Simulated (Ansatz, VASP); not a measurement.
Two plane-wave programs on Ag

```
Ag
1.0
     0.00000    2.03656    2.03656
     2.03656    0.00000    2.03656
     2.03656    2.03656    0.00000
Ag
1
Direct
  0.00000 0.00000 0.00000
```

Alike in both runs: functional PBE; dispersion D3(BJ); k mesh 18 × 18 × 18; occupations gaussian, width 0.1 eV; no spin polarisation.

Ansatz relaxed the structure, and its values are those at the end. VASP's run is a single point on that final structure, the one shown.

```csv
,VASP,Ansatz
version,VASP 6.6.1,Ansatz 0.2.0
potentials or method,"VASP PAW PBE potentials, release 64 (Ag), cutoff 520 eV","scalar-relativistic, plane waves, PAW"
valence electrons in the cell,11,19
```

Ansatz gave:

* gap on the k mesh at the Fermi level (eV): none
* pressure (GPa): 0.0

Task: Which values does VASP return?

Result: gap on the k mesh at the Fermi level (eV): none; pressure (GPa): -0.1.

A gap of «none» marks a metal or a gap that the smearing closes. VASP's potentials hold 11 valence electrons a cell and Ansatz's 19, so a difference there can come from the potentials and not from the codes.
